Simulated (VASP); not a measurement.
# Ca (Pm-3m) in VASP: a series of runs, part 2 of 2

VASP 6.6.1. The steps go on from the part before.

**3. Single point, PBEsol (45.07 Å³/atom)**

This run uses another cell than the first one, of 45.07 Å³/atom.

File INCAR:

```
SYSTEM = Ca
PREC = Accurate
ENCUT = 520
EDIFF = 1E-7
ISMEAR = -1
SIGMA = 0.1
LREAL = .FALSE.
LASPH = .TRUE.
NELM = 80
ALGO = Normal
ISIF = 2
LWAVE = .FALSE.
LCHARG = .TRUE.
GGA = PS
LELF = .TRUE.
LVHAR = .TRUE.
NBANDS = 11
```

File KPOINTS:

```
regular mesh
0
G
  10 10 10
  0 0 0
```

File POSCAR:

```
Ca
1.0
    3.5586237469      0.0000000000      0.0000000000
    0.0000000000      3.5586237469      0.0000000000
    0.0000000000      0.0000000000      3.5586237469
Ca
1
Direct
    0.0000000000      0.0000000000      0.0000000000
```

Potentials or basis: VASP PAW PBE potentials, release 64 (Ca_sv).

Launch:

```sh
> cat potpaw_PBE.64/Ca_sv/POTCAR > POTCAR
> mpirun -np 1 vasp_std > vasp.out
```

OUTCAR:

```text
SYSTEM = Ca
   PREC = Accurate
   ENCUT = 520
   EDIFF = 1E-7
   ISMEAR = -1
   LREAL = .FALSE.
   LASPH = .TRUE.
   NELM = 80
   ISIF = 2
   GGA = PS

 ion  position               nearest neighbor table
   1  0.000  0.000  0.000-

  LATTYP: Found a simple cubic cell.
 ALAT       =     3.5586237469

  Lattice vectors:

 A1 = (   3.5586237469,   0.0000000000,   0.0000000000)
 A2 = (   0.0000000000,   3.5586237469,   0.0000000000)
 A3 = (   0.0000000000,   0.0000000000,   3.5586237469)

Analysis of symmetry for initial positions (statically):
=====================================================================
 Subroutine PRICEL returns:
 Original cell was already a primitive cell.

 Routine SETGRP: Setting up the symmetry group for a
 simple cubic supercell.

 Subroutine GETGRP returns: Found 48 space group operations
 (whereof 48 operations were pure point group operations)
 out of a pool of 48 trial point group operations.

The static configuration has the point symmetry O_h .

Analysis of symmetry for dynamics (positions and initial velocities):
=====================================================================
 Subroutine PRICEL returns:
 Original cell was already a primitive cell.

 Routine SETGRP: Setting up the symmetry group for a
 simple cubic supercell.

 Subroutine GETGRP returns: Found 48 space group operations
 (whereof 48 operations were pure point group operations)
 out of a pool of 48 trial point group operations.

The dynamic configuration has the point symmetry O_h .

 Subroutine INISYM returns: Found 48 space group operations
 (whereof 48 operations are pure point group operations),
 and found     1 'primitive' translations

----------------------------------------------------------------------------------------

                                     Primitive cell

[... 112 lines left out ...]
   LORBIT       =      0    0 simple, 1 ext, 2 COOP (PROOUT), +10 PAW based schemes
   GGA     = PS    functional components
   LHFCALC =     F    Hartree Fock is set to
   AEXX    =    0.0000 exact exchange contribution
   IVDW    =     0    specifies the selected vdW correction
   LEPSILON=     F    determine dielectric tensor
   LRPA    =     F    only Hartree local field effects (RPA)
 non-spin polarized calculation
  energy-cutoff  :      520.00
  volume of cell :       45.07
 maximum number of plane-waves:      1233
 NGX is ok and might be reduce to    28
   NGX = 13   NGY = 13   NGZ = 13

 number of electron      10.0000000 magnetization

 number of electron       9.9999999 magnetization

 Free energy of the ion-electron system (eV)
  ---------------------------------------------------
  ext. energy  EPLUGINS =         0.00000000
  ---------------------------------------------------
  free energy    TOTEN  =        -1.74889602 eV

  energy without entropy =       -1.71339386  energy(sigma->0) =       -1.73114494

 E-fermi :   1.5656     XC(G=0):  -7.5833

 val. band max:        1.5342529585   @ k =   0.5000   0.5000   0.2000
 cond. band min:       1.6091564189   @ k =   0.5000   0.3000   0.3000
 fundamental gap:      0.0749034605
 Fermi energy:         1.5656293264

 k-point     1 :       0.0000    0.0000    0.0000
  band No.  band energies     occupation
      1     -40.5530      2.00000
      2     -21.5258      2.00000
      3     -21.5258      2.00000
      4     -21.5258      2.00000
      5      -2.2403      2.00000
      6       2.3673      0.00066
      7       2.3673      0.00066
      8       5.5104      0.00000
      9       5.5104      0.00000
     10       5.5104      0.00000
     11       9.8483      0.00000
[... 309 lines left out ...]
 k-point    24 :       0.3000    0.1000    0.1000
  band No.  band energies     occupation
      1     -40.5398      2.00000
      2     -21.6452      2.00000
      3     -21.5322      2.00000
      4     -21.5308      2.00000
      5      -0.8325      2.00000
      6       2.3695      0.00065
      7       2.7712      0.00001
      8       4.4845      0.00000
      9       4.5477      0.00000
     10       5.3176      0.00000
     11       7.1741      0.00000

 [... further k-points ...]

------------------------ aborting loop because EDIFF is reached ----------------------------------------

  FORCE on cell =-STRESS in cart. coord.  units (eV):
  Direction    XX          YY          ZZ          XY          YZ          ZX
  --------------------------------------------------------------------------------------
  -------------------------------------------------------------------------------------
  Total       -0.2352347     -0.2352347     -0.2352347      0.0000000     -0.0000000      0.0000000
  in kB       -8.3630692     -8.3630692     -8.3630692      0.0000000     -0.0000000      0.0000000
  external PRESSURE =      -8.3630692 kB  Pullay stress =       0.0000000 kB

 VOLUME and BASIS-vectors are now :
 -----------------------------------------------------------------------------
  energy-cutoff  :      520.00
  volume of cell :       45.07
      direct lattice vectors                 reciprocal lattice vectors
     3.558623747  0.000000000  0.000000000     0.281007511  0.000000000  0.000000000
     0.000000000  3.558623747  0.000000000     0.000000000  0.281007511  0.000000000
     0.000000000  0.000000000  3.558623747     0.000000000  0.000000000  0.281007511

 POSITION                                       TOTAL-FORCE (eV/Angst)
 -----------------------------------------------------------------------------------
      0.00000      0.00000      0.00000         0.000000      0.000000      0.000000
 -----------------------------------------------------------------------------------
    total drift:                               -0.000000     -0.000000     -0.000000

  FREE ENERGIE OF THE ION-ELECTRON SYSTEM (eV)
  ---------------------------------------------------
  free  energy   TOTEN  =        -1.7488960248 eV

  energy  without entropy=       -1.7133938600  energy(sigma->0) =       -1.73114494
```

OSZICAR:

```text
N       E                     dE             d eps       ncg     rms          rms(c)
DAV:   1     0.646040408658E+02    0.64604E+02   -0.49263E+03  1232   0.809E+02
DAV:   2    -0.110148545130E+00   -0.64714E+02   -0.64136E+02  1352   0.204E+02
DAV:   3    -0.165131124192E+01   -0.15412E+01   -0.15184E+01  1710   0.304E+01
DAV:   4    -0.175651758340E+01   -0.10521E+00   -0.10476E+00  1708   0.597E+00
DAV:   5    -0.175812913487E+01   -0.16116E-02   -0.16114E-02  1677   0.709E-01    0.233E+00
DAV:   6    -0.175228001394E+01    0.58491E-02   -0.76298E-03  1486   0.103E+00    0.140E+00
DAV:   7    -0.174902508837E+01    0.32549E-02   -0.14187E-02  1286   0.146E+00    0.107E-01
DAV:   8    -0.174888996440E+01    0.13512E-03   -0.12900E-03  1402   0.282E-01    0.288E-02
DAV:   9    -0.174889642228E+01   -0.64579E-05   -0.10852E-04  1610   0.996E-02    0.932E-03
DAV:  10    -0.174889625190E+01    0.17039E-06   -0.67585E-06  1698   0.156E-02    0.178E-03
DAV:  11    -0.174889636380E+01   -0.11190E-06   -0.39146E-07  1774   0.402E-03    0.274E-03
DAV:  12    -0.174889606000E+01    0.30379E-06   -0.65948E-08   920   0.300E-03    0.416E-04
DAV:  13    -0.174889602477E+01    0.35233E-07   -0.12724E-08   676   0.105E-03
   1 F= -.17488960E+01 E0= -.17311449E+01  d E =-.355022E-01
```

Run time: 27 s. Hardware: 1 thread of Intel Xeon 8259CL, shared host; peak memory 0.17 GiB.

What came out:

| Quantity | Value |
| --- | --- |
| Free energy | -1.7489 eV |
| Pressure | -0.8 GPa |
| Band gap on the k mesh | zero (bands 5 and 6 overlap by 1.21 eV) |

Caveat: the PAW data sets were made with another functional, which shifts forces and pressure a little.

**4. Relaxation of cell and atoms, PBEsol**

This run uses another cell than the first one, of 47.12 Å³/atom.

File INCAR:

```
SYSTEM = Ca
ALGO = Normal
EDIFF = 1E-6
EDIFFG = -0.01
ENCUT = 600
GGA = PS
IBRION = 2
ISIF = 3
ISMEAR = -1
LASPH = .True.
LCHARG = .False.
LREAL = .False.
LWAVE = .False.
NELM = 60
NSW = 80
PREC = Accurate
SIGMA = 0.1
```

File KPOINTS:

```
k-points
0
Gamma
  9 9 9
  0 0 0
```

File POSCAR:

```
Ca
1.0
    3.6119528465      0.0000000000      0.0000000000
    0.0000000000      3.6119528465      0.0000000000
    0.0000000000      0.0000000000      3.6119528465
Ca
1
Direct
    0.0000000000      0.0000000000      0.0000000000
```

Potentials or basis: VASP PAW PBE potentials, release 64 (Ca_sv).

Launch:

```sh
> cat potpaw_PBE.64/Ca_sv/POTCAR > POTCAR
> mpirun -np 1 vasp_std > vasp.out
```

OUTCAR:

```text
SYSTEM = Ca
   EDIFF = 1E-6
   EDIFFG = -0.01
   ENCUT = 600
   GGA = PS
   IBRION = 2
   ISIF = 3
   ISMEAR = -1
   LASPH = .True.
   LREAL = .False.
   NELM = 60
   NSW = 80
   PREC = Accurate

 ion  position               nearest neighbor table
   1  0.000  0.000  0.000-

  LATTYP: Found a simple cubic cell.
 ALAT       =     3.6119528465

  Lattice vectors:

 A1 = (   3.6119528465,   0.0000000000,   0.0000000000)
 A2 = (   0.0000000000,   3.6119528465,   0.0000000000)
 A3 = (   0.0000000000,   0.0000000000,   3.6119528465)

Analysis of symmetry for initial positions (statically):
=====================================================================
 Subroutine PRICEL returns:
 Original cell was already a primitive cell.

 Routine SETGRP: Setting up the symmetry group for a
 simple cubic supercell.

 Subroutine GETGRP returns: Found 48 space group operations
 (whereof 48 operations were pure point group operations)
 out of a pool of 48 trial point group operations.

The static configuration has the point symmetry O_h .

Analysis of symmetry for dynamics (positions and initial velocities):
=====================================================================
 Subroutine PRICEL returns:
 Original cell was already a primitive cell.

 Routine SETGRP: Setting up the symmetry group for a
 simple cubic supercell.

 Subroutine GETGRP returns: Found 48 space group operations
 (whereof 48 operations were pure point group operations)
 out of a pool of 48 trial point group operations.

The dynamic configuration has the point symmetry O_h .

 Subroutine INISYM returns: Found 48 space group operations
 (whereof 48 operations are pure point group operations),
 and found     1 'primitive' translations

----------------------------------------------------------------------------------------

                                     Primitive cell

  volume of cell :      47.1223

  direct lattice vectors                    reciprocal lattice vectors
     3.611952846  0.000000000  0.000000000     0.276858542  0.000000000  0.000000000
     0.000000000  3.611952846  0.000000000     0.000000000  0.276858542  0.000000000
     0.000000000  0.000000000  3.611952846     0.000000000  0.000000000  0.276858542

  length of vectors
     3.611952846  3.611952846  3.611952846     0.276858542  0.276858542  0.276858542

  position of ions in fractional coordinates (direct lattice)
     0.000000000  0.000000000  0.000000000

  ion indices of the primitive-cell ions
   primitive index   ion index
                 1           1

----------------------------------------------------------------------------------------

 KPOINTS: k-points

Automatic generation of k-mesh.
 Grid dimensions read from file:
 generate k-points for:    9    9    9

 Generating k-lattice:

  Cartesian coordinates                     Fractional coordinates (reciprocal lattice)
     0.030762060  0.000000000  0.000000000     0.111111111  0.000000000  0.000000000
     0.000000000  0.030762060  0.000000000     0.000000000  0.111111111  0.000000000
[... 45 lines left out ...]
   ions per type =               1
   NGX,Y,Z   is equivalent  to a cutoff of  13.81, 13.81, 13.81 a.u.
   NGXF,Y,Z  is equivalent  to a cutoff of  27.62, 27.62, 27.62 a.u.
 SYSTEM =  Ca
   PREC   = accura    normal or accurate (medium, high low for compatibility)
   ISTART =      0    job   : 0-new  1-cont  2-samecut
   ICHARG =      2    charge: 1-file 2-atom 10-const
   ISPIN  =      1    spin polarized calculation?
   LNONCOLLINEAR =      F non collinear calculations
   LSORBIT =      F    spin-orbit coupling
   LASPH  =      T    aspherical Exc in radial PAW
   ENCUT  =  600.0 eV  44.10 Ry    6.64 a.u.   7.21  7.21  7.21*2*pi/ulx,y,z
   NELM   =     60;   NELMIN=  2; NELMDL= -5     # of ELM steps
   EDIFF  = 0.1E-05   stopping-criterion for ELM
   LREAL  =      F    real-space projection
   EDIFFG = -.1E-01   stopping-criterion for IOM
   NSW    =     80    number of steps for IOM
   IBRION =      2    ionic relax: 0-MD 1-quasi-New 2-CG
   NFREE  =      1    steps in history (QN), initial steepest desc. (CG)
   ISIF   =      3    stress and relaxation
   ISYM   =      2    0-nonsym 1-usesym 2-fastsym
   POTIM  = 0.5000    time-step for ionic-motion
   TEBEG  =    0.0;   TEEND  =   0.0 temperature during run
   PSTRESS=    0.0 pullay stress
   NELECT =      10.0000    total number of electrons
   NUPDOWN=      -1.0000    fix difference up-down
   EMIN   =  10.00;   EMAX   =-10.00  energy-range for DOS
   EFERMI =   0.00;   METHOD = LEGACY
   ISMEAR =    -1;   SIGMA  =   0.10  broadening in eV -4-tet -1-fermi 0-gaus
   EFERMI_NEDOS =   21; number of points for ismear=-14 and -15
   IALGO  =     38    algorithm
   IMIX   =      4    mixing-type and parameters
     AMIX     =   0.40;   BMIX     =  1.00
     AMIX_MAG =   1.60;   BMIX_MAG =  1.00
  volume/ion in A,a.u.               =      47.12       318.00
  Fermi-wavevector in a.u.,A,eV,Ry     =   0.976486  1.845291 12.973498  0.953525
  Thomas-Fermi vector in A             =   2.107109
   LORBIT       =      0    0 simple, 1 ext, 2 COOP (PROOUT), +10 PAW based schemes
   GGA     = PS    functional components
   LHFCALC =     F    Hartree Fock is set to
   AEXX    =    0.0000 exact exchange contribution
   IVDW    =     0    specifies the selected vdW correction
   LEPSILON=     F    determine dielectric tensor
   LRPA    =     F    only Hartree local field effects (RPA)
 conjugate gradient relaxation of ions
 non-spin polarized calculation
  energy-cutoff  :      600.00
  volume of cell :       47.12
 maximum number of plane-waves:      1584
 NGX is ok and might be reduce to    30
   NGX = 15   NGY = 15   NGZ = 15

--------------------------------------- Ionic step        1  -------------------------------------------

 number of electron      10.0000001 magnetization

 Free energy of the ion-electron system (eV)
  ---------------------------------------------------
  ext. energy  EPLUGINS =         0.00000000
  ---------------------------------------------------
  free energy    TOTEN  =        -1.73297983 eV

  energy without entropy =       -1.69087657  energy(sigma->0) =       -1.71192820

------------------------ aborting loop because EDIFF is reached ----------------------------------------

  FORCE on cell =-STRESS in cart. coord.  units (eV):
  Direction    XX          YY          ZZ          XY          YZ          ZX
  --------------------------------------------------------------------------------------
  -------------------------------------------------------------------------------------
  Total       -0.3305268     -0.3305268     -0.3305268     -0.0000000      0.0000000     -0.0000000
  in kB      -11.2380511    -11.2380511    -11.2380511     -0.0000000      0.0000000     -0.0000000
  external PRESSURE =     -11.2380511 kB  Pullay stress =       0.0000000 kB
[... 92 lines left out ...]
--------------------------------------- Ionic step        4  -------------------------------------------

 number of electron      10.0000003 magnetization

 Free energy of the ion-electron system (eV)
  ---------------------------------------------------
  ext. energy  EPLUGINS =         0.00000000
  ---------------------------------------------------
  free energy    TOTEN  =        -1.75300848 eV

  energy without entropy =       -1.71572477  energy(sigma->0) =       -1.73436663

 E-fermi :   1.8323     XC(G=0):  -7.8209

 val. band max:        1.7650292412   @ k =   0.4444   0.4444   0.2222
 cond. band min:       1.8512432817   @ k =   0.4444   0.2222   0.0000
 fundamental gap:      0.0862140405
 Fermi energy:         1.8322669485

 k-point     1 :       0.0000    0.0000    0.0000
  band No.  band energies     occupation
      1     -40.1288      2.00000
      2     -21.0843      2.00000
      3     -21.0843      2.00000
      4     -21.0843      2.00000
      5      -2.0693      2.00000
      6       2.6394      0.00062
      7       2.6394      0.00062
      8       6.0472      0.00000
      9       6.0472      0.00000
[... 265 lines left out ...]
 k-point    24 :       0.4444    0.3333    0.1111
  band No.  band energies     occupation
      1     -40.0897      2.00000
      2     -21.2910      2.00000
      3     -21.2346      2.00000
      4     -21.0760      2.00000
      5       1.3696      1.98062
      6       2.3958      0.00712
      7       3.8039      0.00000
      8       4.0466      0.00000
      9       5.1962      0.00000

 [... further k-points ...]

------------------------ aborting loop because EDIFF is reached ----------------------------------------

  FORCE on cell =-STRESS in cart. coord.  units (eV):
  Direction    XX          YY          ZZ          XY          YZ          ZX
  --------------------------------------------------------------------------------------
  -------------------------------------------------------------------------------------
  Total       -0.0002109     -0.0002109     -0.0002109      0.0000000     -0.0000000      0.0000000
  in kB       -0.0080887     -0.0080887     -0.0080887      0.0000000     -0.0000000      0.0000000
  external PRESSURE =      -0.0080887 kB  Pullay stress =       0.0000000 kB
[... 16 lines left out ...]
  FREE ENERGIE OF THE ION-ELECTRON SYSTEM (eV)
  ---------------------------------------------------
  free  energy   TOTEN  =        -1.7530084807 eV

  energy  without entropy=       -1.7157247705  energy(sigma->0) =       -1.73436663

 reached required accuracy - stopping structural energy minimisation
```

OSZICAR:

```text
N       E                     dE             d eps       ncg     rms          rms(c)
DAV:   1     0.685362350645E+02    0.68536E+02   -0.52925E+03   630   0.109E+03
DAV:   2    -0.242262023701E+00   -0.68778E+02   -0.68519E+02   643   0.235E+02
DAV:   3    -0.170658154076E+01   -0.14643E+01   -0.14490E+01  1017   0.354E+01
DAV:   4    -0.173910630243E+01   -0.32525E-01   -0.32457E-01   890   0.497E+00
[... 33 lines left out ...]
DAV:   2    -0.175331497145E+01    0.11797E-02   -0.43953E-03   688   0.785E-01    0.128E-01
DAV:   3    -0.175299245579E+01    0.32252E-03   -0.26959E-03   929   0.463E-01    0.512E-02
DAV:   4    -0.175298562106E+01    0.68347E-05   -0.14471E-04   718   0.150E-01    0.196E-02
DAV:   5    -0.175300934972E+01   -0.23729E-04   -0.55046E-05   984   0.462E-02    0.521E-03
DAV:   6    -0.175300848067E+01    0.86905E-06   -0.95370E-07   465   0.899E-03
   4 F= -.17530085E+01 E0= -.17343666E+01  d E =-.200287E-01
```

It took 51 s on 1 thread of Intel Xeon 8259CL, shared host; peak memory 0.18 GiB.

Results:

```
Free energy                           : -1.7530 eV
Relaxed volume                        : 41.78 Å³/atom
Relaxed cell                          : a = 3.470 Å, b = 3.470 Å, c = 3.470 Å, α = 90.00°, β = 90.00°, γ = 90.00°
Space group after relaxing (to 0.1 Å) : Pm-3m (No. 221)
Energy gained by relaxing             : 20.0 meV/atom
Ionic steps                           : 4
Pressure after relaxing               : 0.0 GPa
Band gap on the k mesh                : zero (bands 5 and 6 overlap by 0.76 eV)
```

Step by step:
| step | energy change (eV) | largest force (eV/Å) | pressure (GPa) | volume (Å³) |
| --- | --- | --- | --- | --- |
| 1 | 0.0000 | 0.0000 | -1.12 | 47.12 |
| 2 | -0.0127 | 0.0000 | -0.72 | 44.90 |
| 3 | -0.0200 | 0.0000 | 0.05 | 41.60 |
| 4 | -0.0200 | 0.0000 | 0.00 | 41.78 |

Final structure:
```
Ca
1.0
     3.46995    0.00000    0.00000
     0.00000    3.46995    0.00000
     0.00000    0.00000    3.46995
Ca
1
Direct
  0.00000 0.00000 0.00000
```

Caveat: the PAW data sets were made with another functional, which shifts forces and pressure a little.

**5. The runs side by side**

| task | cell | k mesh | cutoff (eV) | gap on the mesh (eV) | pressure (GPa) |
| --- | --- | --- | --- | --- | --- |
| single point | a = 3.324 Å, 1 atom | 10 × 10 × 10 | 520 | none | 1.7 |
| single point | a = 3.559 Å, 1 atom | 10 × 10 × 10 | 520 | none | -0.8 |
| relaxation of cell and atoms | relaxed from a = 3.612 Å, 1 atom | 9 × 9 × 9 | 600 | none | 0.0 |

Alike in all rows: level PBEsol; potentials or basis VASP PAW PBE potentials, release 64 (Ca_sv); no spin polarisation; smearing fermi-dirac 0.1 eV.

Caveats: the PAW data sets were made with another functional, which shifts forces and pressure a little.

Total energies depend on the potentials used, so only differences within one code and one set of settings carry meaning.
